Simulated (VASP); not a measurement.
# Fe (P6_3/mmc) in VASP: notebook

The runs below take Fe through single point, with PBEsol.

All numbers are computed with VASP 6.6.1; they aren't measurements. Logs are shortened: lines on timing, memory, paths and dates and some standing lists are left out, and cuts for length are marked.

## 1. The cell of the first run

The structure is hexagonal, space group P6_3/mmc (No. 194). The conventional cell has a = 2.347 Å, b = 2.347 Å, c = 3.797 Å, α = 90.00°, β = 90.00°, γ = 120.00°. Fe (site symmetry -6m2) has 12 Fe at 2.33 to 2.35 Å within 3.1 Å.

This isn't the form of Fe at room conditions, which is bcc.

## 2. Single point, PBEsol, collinear spin, ferromagnetic start

Contents of INCAR:

```
PREC = Accurate
ENCUT = 520
EDIFF = 1E-7
ISMEAR = -1
SIGMA = 0.1
LREAL = False
LASPH = True
NELM = 150
ALGO = Normal
ISIF = 2
LWAVE = False
LCHARG = False
ISPIN = 2
MAGMOM = 0.35 0.35
LORBIT = 11
NUPDOWN = 0.7
LMAXMIX = 4
GGA = PS
NBANDS = 19
```

Contents of KPOINTS:

```
Automatic mesh
0
Gamma
  14 14 8
```

Contents of POSCAR:

```
Fe
1.0
    2.3470000000      0.0000000000      0.0000000000
   -1.1735000000      2.0325616227      0.0000000000
    0.0000000000      0.0000000000      3.7970000000
Fe
2
Direct
    0.3333333333      0.6666666667      0.2500000000
    0.6666666667      0.3333333333      0.7500000000
```

Potentials or basis: VASP PAW PBE potentials, release 64 (Fe).

On the command line:

```console
cat potpaw_PBE.64/Fe/POTCAR > POTCAR
mpirun -np 1 vasp_std > vasp.out
```

OUTCAR:

```text
PREC = Accurate
   ENCUT = 520
   EDIFF = 1E-7
   ISMEAR = -1
   LREAL = False
   LASPH = True
   NELM = 150
   ISIF = 2
   ISPIN = 2
   LORBIT = 11
   NUPDOWN = 0.7
   GGA = PS

 ion  position               nearest neighbor table
   1  0.333  0.667  0.250-   2 2.33   2 2.33   2 2.33   2 2.33   2 2.33   2 2.33
   2  0.667  0.333  0.750-   1 2.33   1 2.33   1 2.33   1 2.33   1 2.33   1 2.33

  LATTYP: Found a hexagonal cell.
 ALAT       =     2.3470000000
 C/A-ratio  =     1.6178099702

  Lattice vectors:

 A1 = (   2.3470000000,   0.0000000000,   0.0000000000)
 A2 = (  -1.1735000000,   2.0325616227,   0.0000000000)
 A3 = (   0.0000000000,   0.0000000000,   3.7970000000)

Analysis of symmetry for initial positions (statically):
=====================================================================
 Subroutine PRICEL returns:
 Original cell was already a primitive cell.

 Routine SETGRP: Setting up the symmetry group for a
 hexagonal supercell.

 Subroutine GETGRP returns: Found 24 space group operations
 (whereof 12 operations were pure point group operations)
 out of a pool of 24 trial point group operations.

The static configuration has the point symmetry D_3d.
 The point group associated with its full space group is D_6h.

Analysis of symmetry for dynamics (positions and initial velocities):
=====================================================================
 Subroutine PRICEL returns:
 Original cell was already a primitive cell.

 Routine SETGRP: Setting up the symmetry group for a
 hexagonal supercell.

 Subroutine GETGRP returns: Found 24 space group operations
 (whereof 12 operations were pure point group operations)
 out of a pool of 24 trial point group operations.

The dynamic configuration has the point symmetry D_3d.
 The point group associated with its full space group is D_6h.

Analysis of structural, dynamic, and magnetic symmetry:
=====================================================================
 Subroutine PRICEL returns:
 Original cell was already a primitive cell.

 Routine SETGRP: Setting up the symmetry group for a
 hexagonal supercell.

 Subroutine GETGRP returns: Found 24 space group operations
 (whereof 12 operations were pure point group operations)
 out of a pool of 24 trial point group operations.

The overall configuration has the point symmetry D_3d.
 The point group associated with its full space group is D_6h.

 Subroutine INISYM returns: Found 24 space group operations
[... 117 lines left out ...]
     AMIX_MAG =   1.60;   BMIX_MAG =  1.00
  volume/ion in A,a.u.               =       9.06        61.12
  Fermi-wavevector in a.u.,A,eV,Ry     =   1.570781  2.968346 33.570383  2.467354
  Thomas-Fermi vector in A             =   2.672463
   LORBIT       =     11    0 simple, 1 ext, 2 COOP (PROOUT), +10 PAW based schemes
   GGA     = PS    functional components
   LHFCALC =     F    Hartree Fock is set to
   AEXX    =    0.0000 exact exchange contribution
   IVDW    =     0    specifies the selected vdW correction
   LEPSILON=     F    determine dielectric tensor
   LRPA    =     F    only Hartree local field effects (RPA)
 spin polarized calculation
  energy-cutoff  :      520.00
  volume of cell :       18.11
 maximum number of plane-waves:       513
 NGX is ok and might be reduce to    18
   NGX =  9   NGY =  9   NGZ = 15

 number of electron      15.9999993 magnetization       0.7000000

 Free energy of the ion-electron system (eV)
  ---------------------------------------------------
  ext. energy  EPLUGINS =         0.00000000
  ---------------------------------------------------
  free energy    TOTEN  =       -17.71773550 eV

  energy without entropy =      -17.64010451  energy(sigma->0) =      -17.67892001

 E-fermi :   8.0311     XC(G=0): -14.6552

 val. band max:        8.2781901743   @ k =   0.3571   0.1429   0.2500
 cond. band min:       8.0592226845   @ k =   0.2143   0.2143   0.1250
 fundamental gap:     -0.2189674898
 Fermi energy:         8.3039873344

 spin component 1

 k-point     1 :       0.0000    0.0000    0.0000
  band No.  band energies     occupation
      1      -1.5194      1.00000
      2       2.3531      1.00000
      3       6.0255      1.00000
      4       6.0541      1.00000
      5       6.0541      1.00000
      6       6.5685      1.00000
[... 517 lines left out ...]
     18      27.3809      0.00000
     19      28.7491      0.00000

 [... further k-points ...]

 spin component 2

 k-point     1 :       0.0000    0.0000    0.0000
  band No.  band energies     occupation
      1      -1.4537      1.00000
      2       2.5633      1.00000
      3       6.3460      1.00000
      4       6.3935      1.00000
      5       6.3935      1.00000
      6       6.9205      0.99998
[... 517 lines left out ...]
     18      27.5231      0.00000
     19      28.8830      0.00000

 [... further k-points ...]

------------------------ aborting loop because EDIFF is reached ----------------------------------------

  FORCE on cell =-STRESS in cart. coord.  units (eV):
  Direction    XX          YY          ZZ          XY          YZ          ZX
  --------------------------------------------------------------------------------------
  -------------------------------------------------------------------------------------
  Total        4.1039797      4.1039797      2.8158217      0.0000000      0.0000000      0.0000000
  in kB      363.0098225    363.0098225    249.0682212      0.0000000      0.0000000      0.0000000
  external PRESSURE =     325.0292887 kB  Pullay stress =       0.0000000 kB

 VOLUME and BASIS-vectors are now :
 -----------------------------------------------------------------------------
  energy-cutoff  :      520.00
  volume of cell :       18.11
      direct lattice vectors                 reciprocal lattice vectors
     2.347000000  0.000000000  0.000000000     0.426075841  0.245995002  0.000000000
    -1.173500000  2.032561623  0.000000000     0.000000000  0.491990004  0.000000000
     0.000000000  0.000000000  3.797000000     0.000000000  0.000000000  0.263365815

 POSITION                                       TOTAL-FORCE (eV/Angst)
 -----------------------------------------------------------------------------------
     -0.00000      1.35504      0.94925         0.000000      0.000000      0.000000
      1.17350      0.67752      2.84775        -0.000000     -0.000000      0.000000
 -----------------------------------------------------------------------------------
    total drift:                                0.000000     -0.000000     -0.000000

  FREE ENERGIE OF THE ION-ELECTRON SYSTEM (eV)
  ---------------------------------------------------
  free  energy   TOTEN  =       -17.7177355045 eV

  energy  without entropy=      -17.6401045138  energy(sigma->0) =      -17.67892001

 total charge

# of ion       s       p       d       tot
------------------------------------------
    1        0.604   0.773   6.477   7.853
    2        0.604   0.773   6.477   7.853
--------------------------------------------------
tot          1.207   1.546  12.954  15.706

 magnetization (x)

# of ion       s       p       d       tot
------------------------------------------
    1       -0.003  -0.002   0.346   0.341
    2       -0.003  -0.002   0.346   0.341
--------------------------------------------------
tot         -0.006  -0.004   0.692   0.681
```

OSZICAR:

```text
N       E                     dE             d eps       ncg     rms          rms(c)
DAV:   1     0.756213539746E+02    0.75621E+02   -0.66789E+03  9707   0.112E+03
DAV:   2    -0.171802618412E+02   -0.92802E+02   -0.81050E+02  9207   0.211E+02
DAV:   3    -0.209083133153E+02   -0.37281E+01   -0.35440E+01 10044   0.526E+01
DAV:   4    -0.209347403864E+02   -0.26427E-01   -0.26412E-01 10062   0.422E+00
DAV:   5    -0.209349817805E+02   -0.24139E-03   -0.24139E-03 10212   0.379E-01    0.211E+01
DAV:   6    -0.178838065524E+02    0.30512E+01   -0.58289E+00  9827   0.566E+01    0.158E+00
DAV:   7    -0.177640143008E+02    0.11979E+00   -0.41805E-01 11186   0.112E+01    0.149E+00
DAV:   8    -0.177344180599E+02    0.29596E-01   -0.37812E-03 12067   0.635E-01    0.785E-01
DAV:   9    -0.177208790976E+02    0.13539E-01   -0.91044E-04 13719   0.304E-01    0.327E-01
DAV:  10    -0.177177163971E+02    0.31627E-02   -0.65499E-04 12086   0.252E-01    0.410E-02
DAV:  11    -0.177177375458E+02   -0.21149E-04   -0.26757E-05 10458   0.535E-02    0.108E-02
DAV:  12    -0.177177355589E+02    0.19869E-05   -0.10375E-06  9765   0.941E-03    0.334E-03
DAV:  13    -0.177177355045E+02    0.54466E-07   -0.16420E-08  5797   0.218E-03
   1 F= -.17717736E+02 E0= -.17678920E+02  d E =-.776310E-01  mag=     0.7000
```

It took 2 min on 1 thread of Intel Xeon 8259CL, shared host; peak memory 0.18 GiB.

What came out:

- Free energy: -17.7177 eV
- Pressure: 32.5 GPa
- Net moment: 0.70 μB per cell
- Site moments: Fe +0.34 μB
- Valence electrons inside the program's atomic spheres: Fe 7.85

Stress tensor (GPa, compression positive):
```
36.30  0.00  0.00
 0.00 36.30  0.00
 0.00  0.00 24.91
```

Caveat: the cell stands under pressure; the PAW data sets were made with another functional, which shifts forces and pressure a little; the total moment is fixed, so each spin has its own Fermi level.

## 3. Single point, PBEsol, collinear spin, ferromagnetic start

Contents of INCAR:

```
ALGO     = Normal         # electronic algorithm
EDIFF    = 1E-6           # SCF threshold, eV
ENCUT    = 520            # plane-wave cutoff, eV
GGA      = PS             # functional
ISIF     = 2              # what is computed and relaxed
ISMEAR   = -1             # smearing method
ISPIN    = 2              # spin polarisation
LASPH    = True           # aspherical terms in the spheres
LCHARG   = True           # write CHGCAR
LELF     = True           # ELF
LMAXMIX  = 4              # l up to which the mixer works
LORBIT   = 11             # projections on sites
LREAL    = False          # projectors in reciprocal space
LVHAR    = True         
LWAVE    = False          # write WAVECAR
MAGMOM   = 0.5 0.5        # initial moments
NBANDS   = 19             # bands
NELM     = 150            # most SCF steps
NUPDOWN  = 1.0            # fixed moment
PREC     = Accurate       # precision mode
SIGMA    = 0.1            # smearing width, eV
```

Contents of KPOINTS:

```
k-points
0
Gamma
  14 14 8
```

POSCAR is that of step 2.

Potentials or basis: VASP PAW PBE potentials, release 64 (Fe).

On the command line:

```console
cat potpaw_PBE.64/Fe/POTCAR > POTCAR
mpirun -np 1 vasp_std > vasp.out
```

It took 1.7 min on 1 thread of Intel Xeon 8259CL, shared host; peak memory 0.18 GiB.

Results (log left out):

```
Free energy                                           : -17.6692 eV
Pressure                                              : 34.1 GPa
Net moment                                            : 1.00 μB per cell
Site moments                                          : Fe +0.49 μB
Valence electrons inside the program's atomic spheres : Fe 7.85
```

Stress tensor (GPa, compression positive):
```
37.28  0.00  0.00
 0.00 37.28  0.00
 0.00  0.00 27.68
```

Caveat: the cell stands under pressure; the PAW data sets were made with another functional, which shifts forces and pressure a little; the total moment is fixed, so each spin has its own Fermi level.

## 4. Single point, PBEsol, collinear spin, ferromagnetic start

Contents of INCAR:

```
SYSTEM = Fe
PREC = Accurate
ENCUT = 520
EDIFF = 1E-7
ISMEAR = -1
SIGMA = 0.1
LREAL = .False.
LASPH = .True.
NELM = 150
ALGO = Normal
ISIF = 2
LWAVE = .False.
LCHARG = .False.
ISPIN = 2
MAGMOM = 0.5 0.5
LORBIT = 11
NUPDOWN = 1.0
LMAXMIX = 4
GGA = PS
NBANDS = 19
```

Contents of KPOINTS:

```
Automatic mesh
0
Gamma
  14 14 8
  0 0 0
```

POSCAR is that of step 3.

Potentials or basis: VASP PAW PBE potentials, release 64 (Fe).

On the command line:

```console
cat potpaw_PBE.64/Fe/POTCAR > POTCAR
mpirun -np 1 vasp_std > vasp.out
```

OUTCAR:

```text
SYSTEM = Fe
   PREC = Accurate
   ENCUT = 520
   EDIFF = 1E-7
   ISMEAR = -1
   LREAL = .False.
   LASPH = .True.
   NELM = 150
   ISIF = 2
   ISPIN = 2
   LORBIT = 11
   NUPDOWN = 1.0
   GGA = PS

 ion  position               nearest neighbor table
   1  0.333  0.667  0.250-   2 2.33   2 2.33   2 2.33   2 2.33   2 2.33   2 2.33
   2  0.667  0.333  0.750-   1 2.33   1 2.33   1 2.33   1 2.33   1 2.33   1 2.33

  LATTYP: Found a hexagonal cell.
 ALAT       =     2.3470000000
 C/A-ratio  =     1.6178099702

  Lattice vectors:

 A1 = (   2.3470000000,   0.0000000000,   0.0000000000)
 A2 = (  -1.1735000000,   2.0325616227,   0.0000000000)
[... 1273 lines left out ...]

 VOLUME and BASIS-vectors are now :
 -----------------------------------------------------------------------------
  energy-cutoff  :      520.00
  volume of cell :       18.11
      direct lattice vectors                 reciprocal lattice vectors
     2.347000000  0.000000000  0.000000000     0.426075841  0.245995002  0.000000000
    -1.173500000  2.032561623  0.000000000     0.000000000  0.491990004  0.000000000
     0.000000000  0.000000000  3.797000000     0.000000000  0.000000000  0.263365815

 POSITION                                       TOTAL-FORCE (eV/Angst)
 -----------------------------------------------------------------------------------
     -0.00000      1.35504      0.94925         0.000000     -0.000000      0.000000
      1.17350      0.67752      2.84775        -0.000000      0.000000      0.000000
 -----------------------------------------------------------------------------------
    total drift:                                0.000000     -0.000000     -0.000000

  FREE ENERGIE OF THE ION-ELECTRON SYSTEM (eV)
  ---------------------------------------------------
  free  energy   TOTEN  =       -17.6692247288 eV

  energy  without entropy=      -17.5851543307  energy(sigma->0) =      -17.62718953

 total charge

# of ion       s       p       d       tot
------------------------------------------
    1        0.604   0.772   6.478   7.854
    2        0.604   0.772   6.478   7.854
--------------------------------------------------
tot          1.208   1.544  12.956  15.708

 magnetization (x)

# of ion       s       p       d       tot
------------------------------------------
    1       -0.004  -0.003   0.494   0.487
    2       -0.004  -0.003   0.494   0.487
--------------------------------------------------
tot         -0.009  -0.006   0.988   0.973
```

stdout:

```text
POSCAR found type information on POSCAR Fe
 POSCAR found :  1 types and       2 ions
 scaLAPACK will be used
 -----------------------------------------------------------------------------
|                                                                             |
|                                                                             |
|     You enforced a specific xc type in the INCAR file but a different       |
|     I HOPE YOU KNOW WHAT YOU ARE DOING!                                     |
|                                                                             |
 -----------------------------------------------------------------------------

 LDA part: xc-table for (Slater+PW92), standard interpolation
 POSCAR, INCAR and KPOINTS ok, starting setup
 FFT: planning ... GRIDC
 FFT: planning ... GRID_SOFT
 FFT: planning ... GRID
 WAVECAR not read
 entering main loop
```

It took 2.1 min on 1 thread of Intel Xeon 8259CL, shared host; peak memory 0.17 GiB.

What came out:

```
Free energy                                           : -17.6692 eV
Pressure                                              : 34.0 GPa
Net moment                                            : 1.00 μB per cell
Site moments                                          : Fe +0.49 μB
Valence electrons inside the program's atomic spheres : Fe 7.85
```

Stress tensor (GPa, compression positive):
```
37.25  0.00  0.00
 0.00 37.25  0.00
 0.00  0.00 27.65
```

Caveat: the cell stands under pressure; the PAW data sets were made with another functional, which shifts forces and pressure a little; the total moment is fixed, so each spin has its own Fermi level.

(Part 1 of 2 ends here.)
